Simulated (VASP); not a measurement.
Input of a VASP 6.6.1 run:

The input INCAR:

```
SYSTEM = Ag
ALGO     = Normal         ! electronic algorithm
EDIFF    = 1E-6           ! SCF threshold, eV
ENCUT    = 520            ! plane-wave cutoff, eV
GGA      = PS             ! functional
ISIF     = 2              ! what is computed and relaxed
ISMEAR   = -1             ! smearing method
LASPH    = .True.         ! aspherical terms in the spheres
LCHARG   = .False.        ! write CHGCAR
LREAL    = .False.        ! projectors in reciprocal space
LWAVE    = .False.        ! write WAVECAR
NBANDS   = 12             ! bands
NELM     = 60             ! most SCF steps
PREC     = Accurate       ! precision mode
SIGMA    = 0.15           ! smearing width, eV
```

Contents of KPOINTS:

```
k-points
0
Gamma
  20 20 20
  0 0 0
```

Contents of POSCAR:

```
Ag
1.0
    0.0000000000      2.0272056338      2.0272056338
    2.0272056338      0.0000000000      2.0272056338
    2.0272056338      2.0272056338      0.0000000000
Ag
1
Direct
    0.0000000000      0.0000000000      0.0000000000
```

Potentials or basis: VASP PAW PBE potentials, release 64 (Ag).

Command:

```bash
$ cat potpaw_PBE.64/Ag/POTCAR > POTCAR
$ mpirun -np 1 vasp_std > vasp.out
```

(1) Predict the band gap on the k mesh.

(2) Estimate the pressure.

## Answers

(1) zero (an odd number of electrons rules out a gap without spin polarisation).

(2) -0.2 GPa.

Caveat: the PAW data sets were made with another functional, which shifts forces and pressure a little.
